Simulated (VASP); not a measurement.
# P (P4/mmm) in VASP: further runs

The runs below take P through electric field gradients, with PBE.

Everything below comes from runs of VASP 6.6.1. Logs are shortened: lines on timing, memory, paths and dates and some standing lists are left out, and cuts for length are marked.

## 1. The cell of the first run

Symmetry: P4/mmm, No. 123, tetragonal system. The conventional cell has a = 4.273 Å, b = 4.273 Å, c = 4.378 Å, α = 90.00°, β = 90.00°, γ = 90.00°. Within 5.6 Å of P (site symmetry 4/mmm) lie 6 P at 4.27 to 4.38 Å.

## 2. Electric field gradients, PBE

Contents of INCAR:

```
SYSTEM = P
  PREC = Accurate
  ENCUT = 520
  EDIFF = 1E-8
  ISMEAR = -1
  SIGMA = 0.08
  LREAL = .False.
  LASPH = .True.
  NELM = 60
  ALGO = Normal
  ISIF = 2
  LWAVE = .False.
  LCHARG = .False.
  GGA = PE
  LEFG = .True.
  NBANDS = 8
```

Contents of KPOINTS:

```
regular mesh
0
Gamma
  3 3 3
  0 0 0
```

Contents of POSCAR:

```
P
1.0
    4.2729048574      0.0000000000      0.0000000000
    0.0000000000      4.2729048574      0.0000000000
    0.0000000000      0.0000000000      4.3780000000
P
1
Direct
    0.0000000000      0.0000000000      0.0000000000
```

Potentials or basis: VASP PAW PBE potentials, release 64 (P).

Started as:

```sh
$ cat potpaw_PBE.64/P/POTCAR > POTCAR
$ mpirun -np 1 vasp_std > vasp.out
```

OUTCAR:

```text
SYSTEM = P
   PREC = Accurate
   ENCUT = 520
   EDIFF = 1E-8
   ISMEAR = -1
   LREAL = .False.
   LASPH = .True.
   NELM = 60
   ISIF = 2
   GGA = PE

 ion  position               nearest neighbor table
   1  0.000  0.000  0.000-

  LATTYP: Found a simple tetragonal cell.
 ALAT       =     4.2729048574
 C/A-ratio  =     1.0245957132

  Lattice vectors:

 A1 = (   4.2729048574,   0.0000000000,   0.0000000000)
 A2 = (   0.0000000000,   4.2729048574,   0.0000000000)
 A3 = (   0.0000000000,   0.0000000000,   4.3780000000)

Analysis of symmetry for initial positions (statically):
=====================================================================
 Subroutine PRICEL returns:
 Original cell was already a primitive cell.

 Routine SETGRP: Setting up the symmetry group for a
 simple tetragonal supercell.

 Subroutine GETGRP returns: Found 16 space group operations
 (whereof 16 operations were pure point group operations)
 out of a pool of 16 trial point group operations.

The static configuration has the point symmetry D_4h.

Analysis of symmetry for dynamics (positions and initial velocities):
=====================================================================
 Subroutine PRICEL returns:
 Original cell was already a primitive cell.

 Routine SETGRP: Setting up the symmetry group for a
 simple tetragonal supercell.

 Subroutine GETGRP returns: Found 16 space group operations
 (whereof 16 operations were pure point group operations)
 out of a pool of 16 trial point group operations.

The dynamic configuration has the point symmetry D_4h.

 Subroutine INISYM returns: Found 16 space group operations
 (whereof 16 operations are pure point group operations),
 and found     1 'primitive' translations

----------------------------------------------------------------------------------------

                                     Primitive cell

  volume of cell :      79.9323

  direct lattice vectors                    reciprocal lattice vectors
     4.272904857  0.000000000  0.000000000     0.234032826  0.000000000  0.000000000
     0.000000000  4.272904857  0.000000000     0.000000000  0.234032826  0.000000000
     0.000000000  0.000000000  4.378000000     0.000000000  0.000000000  0.228414801

  length of vectors
     4.272904857  4.272904857  4.378000000     0.234032826  0.234032826  0.228414801

  position of ions in fractional coordinates (direct lattice)
     0.000000000  0.000000000  0.000000000

  ion indices of the primitive-cell ions
   primitive index   ion index
                 1           1

----------------------------------------------------------------------------------------

 KPOINTS: regular mesh

Automatic generation of k-mesh.
 Grid dimensions read from file:
 generate k-points for:    3    3    3

 Generating k-lattice:

  Cartesian coordinates                     Fractional coordinates (reciprocal lattice)
     0.078010942  0.000000000  0.000000000     0.333333333  0.000000000  0.000000000
     0.000000000  0.078010942  0.000000000     0.000000000  0.333333333  0.000000000
     0.000000000  0.000000000  0.076138267     0.000000000  0.000000000  0.333333333

  Length of vectors
     0.078010942  0.078010942  0.076138267

  Shift w.r.t. Gamma in fractional coordinates (k-lattice)
     0.000000000  0.000000000  0.000000000

 Subroutine IBZKPT returns following result:
 ===========================================

 Found      6 irreducible k-points:

 Following reciprocal coordinates:
            Coordinates               Weight
  0.000000  0.000000  0.000000      1.000000
  0.333333  0.000000  0.000000      4.000000
  0.333333  0.333333  0.000000      4.000000
  0.000000  0.000000  0.333333      2.000000
  0.333333  0.000000  0.333333      8.000000
  0.333333  0.333333  0.333333      8.000000
   k-points           NKPTS =      6   k-points in BZ     NKDIM =      6   number of bands    NBANDS=      8
   number of dos      NEDOS =    301   number of ions     NIONS =      1
   total plane-waves  NPLWV =  36864
   dimension x,y,z NGX =    32 NGY =   32 NGZ =   36
   dimension x,y,z NGXF=    64 NGYF=   64 NGZF=   72
   ions per type =               1
   NGX,Y,Z   is equivalent  to a cutoff of  12.45, 12.45, 13.67 a.u.
   NGXF,Y,Z  is equivalent  to a cutoff of  24.90, 24.90, 27.34 a.u.
 SYSTEM =  P
   PREC   = accura    normal or accurate (medium, high low for compatibility)
   ISTART =      0    job   : 0-new  1-cont  2-samecut
   ICHARG =      2    charge: 1-file 2-atom 10-const
   ISPIN  =      1    spin polarized calculation?
   LNONCOLLINEAR =      F non collinear calculations
   LSORBIT =      F    spin-orbit coupling
   LASPH  =      T    aspherical Exc in radial PAW
   ENCUT  =  520.0 eV  38.22 Ry    6.18 a.u.   7.94  7.94  8.14*2*pi/ulx,y,z
   NELM   =     60;   NELMIN=  2; NELMDL= -5     # of ELM steps
   EDIFF  = 0.1E-07   stopping-criterion for ELM
   LREAL  =      F    real-space projection
   EDIFFG = 0.1E-06   stopping-criterion for IOM
   NSW    =      0    number of steps for IOM
   IBRION =     -1    ionic relax: 0-MD 1-quasi-New 2-CG
   NFREE  =      0    steps in history (QN), initial steepest desc. (CG)
   ISIF   =      2    stress and relaxation
   ISYM   =      2    0-nonsym 1-usesym 2-fastsym
   POTIM  = 0.5000    time-step for ionic-motion
   TEBEG  =    0.0;   TEEND  =   0.0 temperature during run
   PSTRESS=    0.0 pullay stress
   NELECT =       5.0000    total number of electrons
   NUPDOWN=      -1.0000    fix difference up-down
   EMIN   =  10.00;   EMAX   =-10.00  energy-range for DOS
   EFERMI =   0.00;   METHOD = LEGACY
   ISMEAR =    -1;   SIGMA  =   0.08  broadening in eV -4-tet -1-fermi 0-gaus
   EFERMI_NEDOS =   21; number of points for ismear=-14 and -15
   IALGO  =     38    algorithm
   IMIX   =      4    mixing-type and parameters
     AMIX     =   0.40;   BMIX     =  1.00
     AMIX_MAG =   1.60;   BMIX_MAG =  1.00
  volume/ion in A,a.u.               =      79.93       539.41
  Fermi-wavevector in a.u.,A,eV,Ry     =   0.649866  1.228069  5.746099  0.422326
  Thomas-Fermi vector in A             =   1.718961
   LORBIT       =      0    0 simple, 1 ext, 2 COOP (PROOUT), +10 PAW based schemes
   GGA     = PE    functional components
   LHFCALC =     F    Hartree Fock is set to
   AEXX    =    0.0000 exact exchange contribution
   IVDW    =     0    specifies the selected vdW correction
   LEPSILON=     F    determine dielectric tensor
   LRPA    =     F    only Hartree local field effects (RPA)
 non-spin polarized calculation
  energy-cutoff  :      520.00
  volume of cell :       79.93
 maximum number of plane-waves:      2161
 NGX is ok and might be reduce to    32
   NGX = 15   NGY = 15   NGZ = 17

 number of electron       4.9999999 magnetization

 Free energy of the ion-electron system (eV)
  ---------------------------------------------------
  ext. energy  EPLUGINS =         0.00000000
  ---------------------------------------------------
  free energy    TOTEN  =        -1.14276805 eV

  energy without entropy =       -1.00132948  energy(sigma->0) =       -1.07204877

 E-fermi :  -3.1942     XC(G=0):  -4.9480

 val. band max:       -3.2661936850   @ k =   0.3333   0.3333   0.3333
 cond. band min:      -3.1869061028   @ k =   0.3333   0.3333   0.3333
 fundamental gap:      0.0792875822
 Fermi energy:        -3.1942280650

 k-point     1 :       0.0000    0.0000    0.0000
  band No.  band energies     occupation
      1     -11.7921      2.00000
      2      -2.6123      0.00139
      3      -2.4846      0.00028
      4      -2.4846      0.00028
      5       1.6690      0.00000
      6       4.4710      0.00000
      7       4.5644      0.00000
      8       8.9834      0.00000

 k-point     2 :       0.3333    0.0000    0.0000
  band No.  band energies     occupation
      1     -11.6673      2.00000
      2      -3.5639      1.98051
      3      -2.5011      0.00035
      4      -2.3779      0.00007
      5       2.8983      0.00000
      6       4.9844      0.00000
      7       5.1295      0.00000
      8       6.8580      0.00000

 k-point     3 :       0.3333    0.3333    0.0000
  band No.  band energies     occupation
      1     -11.5492      2.00000
      2      -3.4030      1.86298
      3      -3.3282      1.68444
      4      -2.3990      0.00010
      5       3.4220      0.00000
      6       4.5409      0.00000
      7       6.4120      0.00000
      8       6.6686      0.00000

 k-point     4 :       0.0000    0.0000    0.3333
  band No.  band energies     occupation
      1     -11.6888      2.00000
      2      -3.5683      1.98153
      3      -2.3951      0.00009
      4      -2.3951      0.00009
      5       2.8949      0.00000
      6       4.9670      0.00000
      7       4.9964      0.00000
      8       7.1019      0.00000

 k-point     5 :       0.3333    0.0000    0.3333
  band No.  band energies     occupation
      1     -11.5701      2.00000
      2      -3.4169      1.88350
      3      -3.3427      1.72952
      4      -2.2961      0.00003
      5       3.3846      0.00000
      6       4.5751      0.00000
      7       6.2874      0.00000
      8       6.5594      0.00000

 k-point     6 :       0.3333    0.3333    0.3333
  band No.  band energies     occupation
      1     -11.4573      2.00000
      2      -3.2662      1.42172
      3      -3.1869      0.95427
      4      -3.1743      0.87607
      5       3.7048      0.00000
      6       4.7109      0.00000
      7       4.7536      0.00000
      8       7.3978      0.00000

------------------------ aborting loop because EDIFF is reached ----------------------------------------

  FORCE on cell =-STRESS in cart. coord.  units (eV):
  Direction    XX          YY          ZZ          XY          YZ          ZX
  --------------------------------------------------------------------------------------
  -------------------------------------------------------------------------------------
  Total       -1.6984566     -1.6984566     -1.4734922      0.0000000      0.0000000      0.0000000
  in kB      -34.0441757    -34.0441757    -29.5349489      0.0000000      0.0000000      0.0000000
  external PRESSURE =     -32.5411001 kB  Pullay stress =       0.0000000 kB

 VOLUME and BASIS-vectors are now :
 -----------------------------------------------------------------------------
  energy-cutoff  :      520.00
  volume of cell :       79.93
      direct lattice vectors                 reciprocal lattice vectors
     4.272904857  0.000000000  0.000000000     0.234032826  0.000000000  0.000000000
     0.000000000  4.272904857  0.000000000     0.000000000  0.234032826  0.000000000
     0.000000000  0.000000000  4.378000000     0.000000000  0.000000000  0.228414801

 POSITION                                       TOTAL-FORCE (eV/Angst)
 -----------------------------------------------------------------------------------
      0.00000      0.00000      0.00000         0.000000      0.000000      0.000000
 -----------------------------------------------------------------------------------
    total drift:                                0.000000      0.000000      0.000000

  FREE ENERGIE OF THE ION-ELECTRON SYSTEM (eV)
  ---------------------------------------------------
  free  energy   TOTEN  =        -1.1427680487 eV

  energy  without entropy=       -1.0013294847  energy(sigma->0) =       -1.07204877

 Electric field gradients (V/A^2)
---------------------------------------------------------------------
 ion       V_xx      V_yy      V_zz      V_xy      V_xz      V_yz
---------------------------------------------------------------------
   1      -5.391    -5.391    10.781     0.000    -0.000    -0.000
---------------------------------------------------------------------

 Electric field gradients after diagonalization (V/A^2)
 (convention: |V_zz| > |V_xx| > |V_yy|)
----------------------------------------------------------------------
 ion       V_xx      V_yy      V_zz     asymmetry (V_yy - V_xx)/ V_zz
----------------------------------------------------------------------
   1      -5.391    -5.391    10.781       0.000
----------------------------------------------------------------------

           NMR quadrupolar parameters

 Cq : quadrupolar parameter    Cq=e*Q*V_zz/h
 eta: asymmetry parameters     (V_yy - V_xx)/ V_zz
 Q  : nuclear electric quadrupole moment in mb (millibarn)
----------------------------------------------------------------------
 ion       Cq(MHz)       eta       Q (mb)
----------------------------------------------------------------------
   1       0.026       0.000       1.000
----------------------------------------------------------------------
```

It took 5.3 s on 1 thread of Intel Xeon Platinum 8488C (Sapphire Rapids), shared host; peak memory 0.17 GiB.

Results:

```
Free energy : -1.1428 eV
Pressure    : -3.3 GPa
```

Electric field gradients, principal values (V/Å²):
```tsv
atom	least	middle	greatest (by size)
1 P	-5.391	-5.391	10.781
```

Caveat: the k points lie up to 0.49 Å⁻¹ apart; without QUAD_EFG the Cq values of the log hold for a quadrupole moment of 1 mb, not for the nuclei.

## 3. Electric field gradients, PBE

Contents of INCAR:

```
ALGO     = Normal         # electronic algorithm
EDIFF    = 1E-8           # SCF threshold, eV
ENCUT    = 520            # plane-wave cutoff, eV
GGA      = PE             # functional
ISIF     = 2              # what is computed and relaxed
ISMEAR   = -1             # smearing method
LASPH    = T              # aspherical terms in the spheres
LCHARG   = F              # write CHGCAR
LEFG     = T            
LREAL    = F              # projectors in reciprocal space
LWAVE    = F              # write WAVECAR
NBANDS   = 8              # bands
NELM     = 80             # most SCF steps
PREC     = Accurate       # precision mode
SIGMA    = 0.08           # smearing width, eV
```

Contents of KPOINTS:

```
k-points
0
Gamma
  5 5 4
```

POSCAR is that of step 2.

Potentials or basis: VASP PAW PBE potentials, release 64 (P).

Started as:

```sh
$ cat potpaw_PBE.64/P/POTCAR > POTCAR
$ mpirun -np 1 vasp_std > vasp.out
```

OUTCAR:

```text
EDIFF = 1E-8
   ENCUT = 520
   GGA = PE
   ISIF = 2
   ISMEAR = -1
   LASPH = T
   LREAL = F
   NELM = 80
   PREC = Accurate

 ion  position               nearest neighbor table
   1  0.000  0.000  0.000-

  LATTYP: Found a simple tetragonal cell.
 ALAT       =     4.2729048574
 C/A-ratio  =     1.0245957132

  Lattice vectors:

 A1 = (   4.2729048574,   0.0000000000,   0.0000000000)
 A2 = (   0.0000000000,   4.2729048574,   0.0000000000)
 A3 = (   0.0000000000,   0.0000000000,   4.3780000000)

Analysis of symmetry for initial positions (statically):
=====================================================================
 Subroutine PRICEL returns:
 Original cell was already a primitive cell.

 Routine SETGRP: Setting up the symmetry group for a
 simple tetragonal supercell.

 Subroutine GETGRP returns: Found 16 space group operations
 (whereof 16 operations were pure point group operations)
 out of a pool of 16 trial point group operations.

The static configuration has the point symmetry D_4h.

Analysis of symmetry for dynamics (positions and initial velocities):
=====================================================================
 Subroutine PRICEL returns:
 Original cell was already a primitive cell.

 Routine SETGRP: Setting up the symmetry group for a
 simple tetragonal supercell.

 Subroutine GETGRP returns: Found 16 space group operations
 (whereof 16 operations were pure point group operations)
 out of a pool of 16 trial point group operations.

The dynamic configuration has the point symmetry D_4h.

 Subroutine INISYM returns: Found 16 space group operations
 (whereof 16 operations are pure point group operations),
[... 146 lines left out ...]
      3      -2.5003      0.00426
      4      -2.5003      0.00426
      5       1.6795      0.00000
      6       4.4955      0.00000
      7       4.5418      0.00000
      8       8.9975      0.00000
[... 177 lines left out ...]
 k-point    18 :       0.4000    0.4000    0.5000
  band No.  band energies     occupation
      1     -11.3747      2.00000
      2      -3.3115      1.96371
      3      -3.2908      1.95328
      4      -3.2882      1.95173
      5       3.8108      0.00000
      6       4.1506      0.00000
      7       4.1862      0.00000
      8       6.9227      0.00000

------------------------ aborting loop because EDIFF is reached ----------------------------------------

  FORCE on cell =-STRESS in cart. coord.  units (eV):
  Direction    XX          YY          ZZ          XY          YZ          ZX
  --------------------------------------------------------------------------------------
  -------------------------------------------------------------------------------------
  Total       -1.8068613     -1.8068613     -1.3776252      0.0000000      0.0000000      0.0000000
  in kB      -36.2170595    -36.2170595    -27.6133720      0.0000000      0.0000000      0.0000000
  external PRESSURE =     -33.3491637 kB  Pullay stress =       0.0000000 kB

 VOLUME and BASIS-vectors are now :
 -----------------------------------------------------------------------------
  energy-cutoff  :      520.00
  volume of cell :       79.93
      direct lattice vectors                 reciprocal lattice vectors
     4.272904857  0.000000000  0.000000000     0.234032826  0.000000000  0.000000000
     0.000000000  4.272904857  0.000000000     0.000000000  0.234032826  0.000000000
     0.000000000  0.000000000  4.378000000     0.000000000  0.000000000  0.228414801

 POSITION                                       TOTAL-FORCE (eV/Angst)
 -----------------------------------------------------------------------------------
      0.00000      0.00000      0.00000         0.000000      0.000000      0.000000
 -----------------------------------------------------------------------------------
    total drift:                                0.000000      0.000000      0.000000

  FREE ENERGIE OF THE ION-ELECTRON SYSTEM (eV)
  ---------------------------------------------------
  free  energy   TOTEN  =        -1.1386260327 eV

  energy  without entropy=       -1.0388359940  energy(sigma->0) =       -1.08873101

 Electric field gradients (V/A^2)
---------------------------------------------------------------------
 ion       V_xx      V_yy      V_zz      V_xy      V_xz      V_yz
---------------------------------------------------------------------
   1      11.875    11.875   -23.751    -0.000    -0.000    -0.000
---------------------------------------------------------------------

 Electric field gradients after diagonalization (V/A^2)
 (convention: |V_zz| > |V_xx| > |V_yy|)
----------------------------------------------------------------------
 ion       V_xx      V_yy      V_zz     asymmetry (V_yy - V_xx)/ V_zz
----------------------------------------------------------------------
   1      11.875    11.875   -23.751       0.000
----------------------------------------------------------------------

           NMR quadrupolar parameters

 Cq : quadrupolar parameter    Cq=e*Q*V_zz/h
 eta: asymmetry parameters     (V_yy - V_xx)/ V_zz
 Q  : nuclear electric quadrupole moment in mb (millibarn)
----------------------------------------------------------------------
 ion       Cq(MHz)       eta       Q (mb)
----------------------------------------------------------------------
   1      -0.057       0.000       1.000
----------------------------------------------------------------------
```

It took 7.6 s on 1 thread of Intel Xeon Platinum 8488C (Sapphire Rapids), shared host; peak memory 0.17 GiB.

What came out:

```
Free energy : -1.1386 eV
Pressure    : -3.3 GPa
```

Stress tensor (GPa, compression positive):
```
-3.62  0.00  0.00
 0.00 -3.62  0.00
 0.00  0.00 -2.76
```

Levels at points of the mesh, in eV from the Fermi level:
```
           k point  band 1  band 2  band 3  band 4  band 5  band 6
(0.00, 0.00, 0.00)   -8.80    0.42    0.49    0.49    4.67    7.49
(0.00, 0.00, 0.50)   -8.66   -0.79    0.61    0.61    6.51    7.51
```

Electric field gradients, principal values (V/Å²):
```csv
atom,least,middle,greatest (by size)
1 P,11.875,11.875,-23.751
```

Caveat: without QUAD_EFG the Cq values of the log hold for a quadrupole moment of 1 mb, not for the nuclei.

(Part 1 of 2 ends here.)
